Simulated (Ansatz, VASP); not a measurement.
**HgTe: VASP beside Ansatz**

Contents of INCAR:

```
ALGO     = Normal         # electronic algorithm
EDIFF    = 1E-6           # SCF threshold, eV
ENCUT    = 500            # plane-wave cutoff, eV
GGA      = PS             # functional
GGA_COMPAT= F            
ISIF     = 2              # what is computed and relaxed
ISMEAR   = -1             # smearing method
LASPH    = T              # aspherical terms in the spheres
LCHARG   = F              # write CHGCAR
LREAL    = F              # projectors in reciprocal space
LWAVE    = F              # write WAVECAR
NBANDS   = 26             # bands
NELM     = 120            # most SCF steps
PREC     = Accurate       # precision mode
SIGMA    = 0.2            # smearing width, eV
```

KPOINTS

```
k-points
0
Gamma
  6 6 2
```

POSCAR

```
HgTe
1.0
    4.6426044299      0.0000000000      0.0000000000
   -2.3213022150      4.0206133760      0.0000000000
    0.0000000000      0.0000000000      7.6245015987
Hg Te
2 2
Direct
    0.3333333333      0.6666666667      0.0004981612
    0.6666666667      0.3333333333      0.5004981612
    0.3333333333      0.6666666667      0.3745018388
    0.6666666667      0.3333333333      0.8745018388
```

Input for Ansatz:

```yaml
crystal:
  lattice:
    - [4.6426044299, 0.0, 0.0]
    - [-2.321302215, 4.020613376, 0.0]
    - [0.0, 0.0, 7.6245015987]
  atoms:
    - { symbol: Hg, position: [0.3333333333, 0.6666666667, 0.0004981612] }
    - { symbol: Hg, position: [0.6666666667, 0.3333333333, 0.5004981612] }
    - { symbol: Te, position: [0.3333333333, 0.6666666667, 0.3745018388] }
    - { symbol: Te, position: [0.6666666667, 0.3333333333, 0.8745018388] }
kpoints:
  mp_grid: { grid: [6, 6, 2] }
hamiltonian:
  xc: pbesol
scf:
  occupations: { method: fermi_dirac, width: 0.2 }
  n_extra_bands: 5
output:
  forces: true
  stress: true
  eigenvalues: true
```

Alike in both runs: task single point; functional PBEsol; k mesh 6 × 6 × 2; occupations fermi-dirac, width 0.2 eV; no spin polarisation.

|  | VASP | Ansatz |
| --- | --- | --- |
| version | VASP 6.6.1 | Ansatz 0.2.0 |
| potentials or method | VASP PAW PBE potentials, release 64 (Hg, Te) | plane waves |
| plane-wave cutoff (eV) | 500 | 420 |
| valence electrons in the cell | 36 | 72 |

|  | VASP | Ansatz | Ansatz less VASP |
| --- | --- | --- | --- |
| pressure (GPa) | -1.0 | -1.1 | -0.10 |
| traceless stress, the component that is largest in VASP (GPa) | -0.13 | -0.13 | 0.000 |

VASP's potentials were made for PBE, not for PBEsol. VASP's potentials hold 36 valence electrons a cell and Ansatz's 72, so a difference there can come from the potentials and not from the codes.

The k mesh is coarse, so the values compare programs but aren't converged. Neither program's run includes spin-orbit coupling.
